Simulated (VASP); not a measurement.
Set up this calculation in VASP 6.6.1, as the native input.

| Quantity | Value |
| --- | --- |
| Task | single point |
| Functional | PBEsol |
| Potentials or basis | VASP PAW PBE potentials, release 64 (Ti_sv) |
| Cutoff | 500 eV |
| k mesh | 16 × 16 × 16 |
| Occupations | gaussian, width 0.1 eV |
| Spin | no spin polarisation |
| Dipole correction | no |
| Further INCAR settings | ALGO = Normal; EDIFF = 1e-06; NBANDS = 12 |

The structure of Ti lies in POSCAR:

```
Ti
1.0
   -1.5665150100      1.5911300100      1.5911300100
    1.5665150100     -1.5911300100      1.5911300100
    1.5665150100      1.5911300100     -1.5911300100
Ti
1
Direct
    0.0000000000      0.0000000000      0.0000000000
```

This cell differs from its parent crystal: strained.

One way to write it, as run:

INCAR

```
ALGO = Normal ; EDIFF = 1E-6
ENCUT = 500 ; GGA = PS
GGA_COMPAT = F ; ISIF = 2
ISMEAR = 0 ; LASPH = T
LCHARG = F ; LREAL = F
LWAVE = F ; NBANDS = 12
NELM = 120 ; PREC = Accurate
SIGMA = 0.1
```

KPOINTS

```
k-points
0
Gamma
  16 16 16
```

Potentials or basis: VASP PAW PBE potentials, release 64 (Ti_sv).

Command:

```console
$ cat potpaw_PBE.64/Ti_sv/POTCAR > POTCAR
$ mpirun -np 1 vasp_std > vasp.out
```

Results of the run:

```
Pressure               : 4.6 GPa
Band gap on the k mesh : zero (bands 6 and 7 overlap by 1.76 eV)
```

Caveat: the cell differs from its parent crystal (strained); the cell stands under pressure; the PAW data sets were made with another functional, which shifts forces and pressure a little.

Run time: 67 s on 1 thread of Intel Xeon 8259CL, with other jobs on the host, peak memory 0.17 GiB.
